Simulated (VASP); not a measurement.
# EuS (Fm-3m) in VASP: notebook, part 2 of 2

VASP 6.6.1. Earlier steps stand in the parts before.

## 3. Single point, r2SCAN, collinear spin, ferromagnetic start

This run uses another cell than the first one, of 25.28 Å³/atom.

File POSCAR:

```
EuS
1.0
    0.0000000000      2.9349882549      2.9349882549
    2.9349882549      0.0000000000      2.9349882549
    2.9349882549      2.9349882549      0.0000000000
Eu S
1 1
Direct
    0.0000000000      0.0000000000      0.0000000000
    0.5000000000      0.5000000000      0.5000000000
```

File INCAR.step1:

```
SYSTEM = EuS
ALGO = Normal
EDIFF = 1E-5
ENCUT = 800
GGA = PE
GGA_COMPAT = .False.
ISMEAR = -1
ISPIN = 2
LASPH = .True.
LCHARG = .False.
LMAXMIX = 6
LREAL = .False.
LWAVE = .True.
MAGMOM = 9.1 0
NBANDS = 22
NELM = 200
PREC = Accurate
SIGMA = 0.1
```

File INCAR.step2:

```
SYSTEM = EuS
ALGO = Normal
EDIFF = 1E-6
ENCUT = 800
GGA_COMPAT = .False.
ISIF = 2
ISMEAR = -1
ISPIN = 2
ISTART = 1
LASPH = .True.
LCHARG = .False.
LMAXMIX = 6
LMIXTAU = .True.
LORBIT = 11
LREAL = .False.
LWAVE = .False.
MAGMOM = 9.1 0
METAGGA = R2SCAN
NBANDS = 22
NELM = 200
PREC = Accurate
SIGMA = 0.1
```

File KPOINTS:

```
k-points
0
Gamma
  9 9 9
  0 0 0
```

Potentials or basis: VASP PAW PBE potentials, release 64 (Eu, S).

The run is started by

```console
$ cat potpaw_PBE.64/Eu/POTCAR potpaw_PBE.64/S/POTCAR > POTCAR
$ cp INCAR.step1 INCAR
$ mpirun -np 1 vasp_std > vasp.out
$ cp INCAR.step2 INCAR
$ mpirun -np 1 vasp_std > vasp.out
```

OUTCAR:

```text
SYSTEM = EuS
   EDIFF = 1E-6
   ENCUT = 800
   ISIF = 2
   ISMEAR = -1
   ISPIN = 2
   ISTART = 1
   LASPH = .True.
   LORBIT = 11
   LREAL = .False.
   METAGGA = R2SCAN
   NELM = 200
   PREC = Accurate

 ion  position               nearest neighbor table
   1  0.000  0.000  0.000-   2 2.93   2 2.93   2 2.93   2 2.93   2 2.93   2 2.93
   2  0.500  0.500  0.500-   1 2.93   1 2.93   1 2.93   1 2.93   1 2.93   1 2.93

  LATTYP: Found a face centered cubic cell.
 ALAT       =     5.8699765098

  Lattice vectors:

 A1 = (   0.0000000000,   2.9349882549,   2.9349882549)
 A2 = (   2.9349882549,   0.0000000000,   2.9349882549)
 A3 = (   2.9349882549,   2.9349882549,   0.0000000000)

Analysis of symmetry for initial positions (statically):
=====================================================================
 Subroutine PRICEL returns:
 Original cell was already a primitive cell.

 Routine SETGRP: Setting up the symmetry group for a
 face centered cubic supercell.

 Subroutine GETGRP returns: Found 48 space group operations
 (whereof 48 operations were pure point group operations)
 out of a pool of 48 trial point group operations.

The static configuration has the point symmetry O_h .

Analysis of symmetry for dynamics (positions and initial velocities):
=====================================================================
 Subroutine PRICEL returns:
 Original cell was already a primitive cell.

 Routine SETGRP: Setting up the symmetry group for a
 face centered cubic supercell.

 Subroutine GETGRP returns: Found 48 space group operations
 (whereof 48 operations were pure point group operations)
 out of a pool of 48 trial point group operations.

The dynamic configuration has the point symmetry O_h .

Analysis of structural, dynamic, and magnetic symmetry:
=====================================================================
 Subroutine PRICEL returns:
 Original cell was already a primitive cell.

 Routine SETGRP: Setting up the symmetry group for a
 face centered cubic supercell.

 Subroutine GETGRP returns: Found 48 space group operations
 (whereof 48 operations were pure point group operations)
 out of a pool of 48 trial point group operations.

The overall configuration has the point symmetry O_h .

 Subroutine INISYM returns: Found 48 space group operations
 (whereof 48 operations are pure point group operations),
 and found     1 'primitive' translations

----------------------------------------------------------------------------------------

                                     Primitive cell

  volume of cell :      50.5649

  direct lattice vectors                    reciprocal lattice vectors
     0.000000000  2.934988255  2.934988255    -0.170358433  0.170358433  0.170358433
     2.934988255  0.000000000  2.934988255     0.170358433 -0.170358433  0.170358433
     2.934988255  2.934988255  0.000000000     0.170358433  0.170358433 -0.170358433

  length of vectors
     4.150700195  4.150700195  4.150700195     0.295069461  0.295069461  0.295069461

[... 63 lines left out ...]
   number of dos      NEDOS =    301   number of ions     NIONS =      2
   total plane-waves  NPLWV =  64000
   dimension x,y,z NGX =    40 NGY =   40 NGZ =   40
   dimension x,y,z NGXF=    80 NGYF=   80 NGZF=   80
   ions per type =               1   1
   NGX,Y,Z   is equivalent  to a cutoff of  16.02, 16.02, 16.02 a.u.
   NGXF,Y,Z  is equivalent  to a cutoff of  32.04, 32.04, 32.04 a.u.
 SYSTEM =  EuS
   PREC   = accura    normal or accurate (medium, high low for compatibility)
   ISTART =      1    job   : 0-new  1-cont  2-samecut
   ICHARG =      0    charge: 1-file 2-atom 10-const
   ISPIN  =      2    spin polarized calculation?
   LNONCOLLINEAR =      F non collinear calculations
   LSORBIT =      F    spin-orbit coupling
   LASPH  =      T    aspherical Exc in radial PAW
   ENCUT  =  800.0 eV  58.80 Ry    7.67 a.u.   9.57  9.57  9.57*2*pi/ulx,y,z
   NELM   =    200;   NELMIN=  2; NELMDL=  0     # of ELM steps
   EDIFF  = 0.1E-05   stopping-criterion for ELM
   LREAL  =      F    real-space projection
[... 7 lines left out ...]
   TEBEG  =    0.0;   TEEND  =   0.0 temperature during run
   PSTRESS=    0.0 pullay stress
   NELECT =      23.0000    total number of electrons
   NUPDOWN=      -1.0000    fix difference up-down
   EMIN   =  10.00;   EMAX   =-10.00  energy-range for DOS
   EFERMI =   0.00;   METHOD = LEGACY
   ISMEAR =    -1;   SIGMA  =   0.10  broadening in eV -4-tet -1-fermi 0-gaus
   EFERMI_NEDOS =   21; number of points for ismear=-14 and -15
   IALGO  =     38    algorithm
   IMIX   =      4    mixing-type and parameters
     AMIX     =   0.40;   BMIX     =  1.00
     AMIX_MAG =   1.60;   BMIX_MAG =  1.00
  volume/ion in A,a.u.               =      25.28       170.61
  Fermi-wavevector in a.u.,A,eV,Ry     =   1.259025  2.379213 21.567198  1.585144
  Thomas-Fermi vector in A             =   2.392606
   LORBIT       =     11    0 simple, 1 ext, 2 COOP (PROOUT), +10 PAW based schemes
   METAGGA = R2SCAN    functional components
   LHFCALC =     F    Hartree Fock is set to
   AEXX    =    0.0000 exact exchange contribution
   IVDW    =     0    specifies the selected vdW correction
   LEPSILON=     F    determine dielectric tensor
   LRPA    =     F    only Hartree local field effects (RPA)
 spin polarized calculation
  energy-cutoff  :      800.00
  volume of cell :       50.56
 maximum number of plane-waves:      2646
   NGX = 19   NGY = 19   NGZ = 19

 number of electron      23.0000000 magnetization       6.9685169

 Free energy of the ion-electron system (eV)
  ---------------------------------------------------
  ext. energy  EPLUGINS =         0.00000000
  ---------------------------------------------------
  free energy    TOTEN  =       -52.65486193 eV

  energy without entropy =      -52.61044352  energy(sigma->0) =      -52.63265273

 E-fermi :   4.6822     XC(G=0): -10.3238

 val. band max:        4.6628767159   @ k =   0.4444   0.3333   0.0000
 cond. band min:       4.7784254490   @ k =  -0.4444   0.4444   0.0000
 fundamental gap:      0.1155487331
 Fermi energy:         4.6822131647

 spin component 1

 k-point     1 :       0.0000    0.0000    0.0000
  band No.  band energies     occupation
      1     -38.3549      1.00000
      2     -16.4479      1.00000
      3     -16.4479      1.00000
      4     -16.4479      1.00000
      5      -9.7370      1.00000
      6       1.4988      1.00000
[... 589 lines left out ...]
     21       9.8058      0.00000
     22      12.4951      0.00000

 [... further k-points ...]

 spin component 2

 k-point     1 :       0.0000    0.0000    0.0000
  band No.  band energies     occupation
      1     -34.7079      1.00000
      2     -13.8698      1.00000
      3     -13.8698      1.00000
      4     -13.8698      1.00000
      5      -9.7282      1.00000
      6       1.6847      1.00000
[... 589 lines left out ...]
     21      11.0922      0.00000
     22      13.3758      0.00000

 [... further k-points ...]

------------------------ aborting loop because EDIFF is reached ----------------------------------------

  FORCE on cell =-STRESS in cart. coord.  units (eV):
  Direction    XX          YY          ZZ          XY          YZ          ZX
  --------------------------------------------------------------------------------------
  -------------------------------------------------------------------------------------
  Total       -0.1247060     -0.1247060     -0.1247060     -0.0000000      0.0000000      0.0000000
  in kB       -3.9513806     -3.9513806     -3.9513806     -0.0000000      0.0000000      0.0000000
  external PRESSURE =      -3.9513806 kB  Pullay stress =       0.0000000 kB

 VOLUME and BASIS-vectors are now :
 -----------------------------------------------------------------------------
  energy-cutoff  :      800.00
  volume of cell :       50.56
      direct lattice vectors                 reciprocal lattice vectors
     0.000000000  2.934988255  2.934988255    -0.170358433  0.170358433  0.170358433
     2.934988255  0.000000000  2.934988255     0.170358433 -0.170358433  0.170358433
     2.934988255  2.934988255  0.000000000     0.170358433  0.170358433 -0.170358433

 POSITION                                       TOTAL-FORCE (eV/Angst)
 -----------------------------------------------------------------------------------
      0.00000      0.00000      0.00000        -0.000000     -0.000000      0.000000
      2.93499      2.93499      2.93499         0.000000      0.000000     -0.000000
 -----------------------------------------------------------------------------------
    total drift:                                0.000000     -0.000000     -0.000000

  FREE ENERGIE OF THE ION-ELECTRON SYSTEM (eV)
  ---------------------------------------------------
  free  energy   TOTEN  =       -52.6548619338 eV

  energy  without entropy=      -52.6104435226  energy(sigma->0) =      -52.63265273

 total charge

# of ion       s       p       d       f       tot
--------------------------------------------------
    1        2.036   5.807   0.306   6.664  14.814
    2        1.305   2.481   0.000   0.000   3.786
--------------------------------------------------
tot          3.342   8.288   0.306   6.664  18.600

 magnetization (x)

# of ion       s       p       d       f       tot
--------------------------------------------------
    1       -0.026  -0.189   0.089   6.635   6.509
    2       -0.009  -0.072   0.000   0.000  -0.081
--------------------------------------------------
tot         -0.035  -0.260   0.089   6.635   6.428
```

Wall time 5.2 min (1 thread of Intel Xeon 6975P-C (Granite Rapids), shared host); peak memory 0.4 GiB.

What came out:

* Free energy: -52.6549 eV
* Pressure: -0.4 GPa
* Band gap on the k mesh: zero (filled and empty bands overlap)
* Net moment: 6.97 μB per cell
* Site moments: Eu +6.51; S -0.08 μB
* Valence electrons inside the program's atomic spheres: Eu 14.81; S 3.79

Caveat: the PAW data sets were made with another functional, which shifts forces and pressure a little; spin-orbit coupling is left out, which moves the levels of the heavy elements; a cell with one magnetic atom can't hold antiferromagnetic order, which such compounds often take; semilocal functionals describe open f shells poorly, which spoils levels, moments and volumes. The state reached can hang on the start; a lower one may exist.

## 4. How close it comes

Step 2. Measured gap of EuS: 1.72 eV (optical; 300 K; powder; “Crystal-field mediated electronic transitions of EuS up to 35 GPa”, 2022, pmc:8786971). This calculation gives 0.00 eV (-1.72 eV). So large a miss can be the level of theory's own, or it may mean another phase, state or a wrong row. Spin-orbit coupling on Eu is left out. The value is that of r2SCAN+D4 on a finite k mesh, which can miss the band edges, without temperature or zero-point motion. The run's magnetic order (collinear spin, ferromagnetic start) needn't be the measured crystal's.

Step 3. A measured gap of EuS is 1.72 eV (optical; 300 K; powder; “Crystal-field mediated electronic transitions of EuS up to 35 GPa”, 2022, pmc:8786971); the calculated 0.00 eV misses it by -1.72 eV. So large a miss can be the level of theory's own, or it may mean another phase, state or a wrong row. Spin-orbit coupling on Eu is left out. The value is that of r2SCAN on a finite k mesh, which can miss the band edges, without temperature or zero-point motion. The run's magnetic order (collinear spin, ferromagnetic start) needn't be the measured crystal's.

The gap in the log of VASP goes by the Fermi energy; the results here count the filled bands.